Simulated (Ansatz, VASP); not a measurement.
# One calculation of Al, two programs

File INCAR:

```
PREC     = Accurate       # precision mode
ENCUT    = 520            # plane-wave cutoff, eV
EDIFF    = 1E-7           # SCF threshold, eV
ISMEAR   = 0              # smearing method
SIGMA    = 0.15           # smearing width, eV
LREAL    = False          # projectors in reciprocal space
LASPH    = True           # aspherical terms in the spheres
NELM     = 80             # most SCF steps
ALGO     = Normal         # electronic algorithm
ISIF     = 2              # what is computed and relaxed
LWAVE    = False          # write WAVECAR
LCHARG   = False          # write CHGCAR
GGA      = PE             # functional
IVDW     = 12             # dispersion correction
NBANDS   = 14             # bands
```

KPOINTS

```
Automatic mesh
0
Gamma
  18 18 6
```

Contents of POSCAR:

```
Al
1.0
    2.9209033575      0.0000000000      0.0000000000
   -1.4604516788      2.5295765096      0.0000000000
    0.0000000000      0.0000000000      8.9943377088
Al
4
Direct
    0.0000000000      0.0000000000      0.0000000000
    0.3333333333      0.6666666667      0.2500000000
    0.0000000000      0.0000000000      0.5000000000
    0.6666666667      0.3333333333      0.7500000000
```

Input for Ansatz:

```yaml
crystal:
  lattice:
    - [2.9209033575, 0.0, 0.0]
    - [-1.4604516788, 2.5295765096, 0.0]
    - [0.0, 0.0, 8.9943377088]
  atoms:
    - { symbol: Al, position: [0.0, 0.0, 0.0] }
    - { symbol: Al, position: [0.3333333333, 0.6666666667, 0.25] }
    - { symbol: Al, position: [0.0, 0.0, 0.5] }
    - { symbol: Al, position: [0.6666666667, 0.3333333333, 0.75] }
basis:
  ecutwfc: 420
kpoints:
  mp_grid: { grid: [18, 18, 6] }
hamiltonian:
  xc: pbe
  dispersion: d3bj
scf:
  occupations: { method: gaussian, width: 0.15 }
output:
  forces: true
  stress: true
  eigenvalues: true
```

Alike in both runs: task single point; functional PBE; dispersion D3(BJ); k mesh 18 × 18 × 6; occupations gaussian, width 0.15 eV; no spin polarisation.

|  | VASP | Ansatz |
| --- | --- | --- |
| version | VASP 6.6.1 | Ansatz 0.2.0 |
| potentials or method | VASP PAW PBE potentials, release 64 (Al), cutoff 520 eV | scalar-relativistic, plane waves, PAW |
| valence electrons in the cell | 12 | 12 |

VASP gave:

| Item | Value |
| --- | --- |
| gap on the k mesh at the Fermi level (eV) | none |
| pressure (GPa) | -3.3 |
| traceless stress, the component that is largest in VASP (GPa) | 2.47 |

Which values does Ansatz return?

gap on the k mesh at the Fermi level (eV): none; pressure (GPa): -3.2; traceless stress, the component that is largest in VASP (GPa): 2.48.

A gap of «none» marks a metal or a gap that the smearing closes.
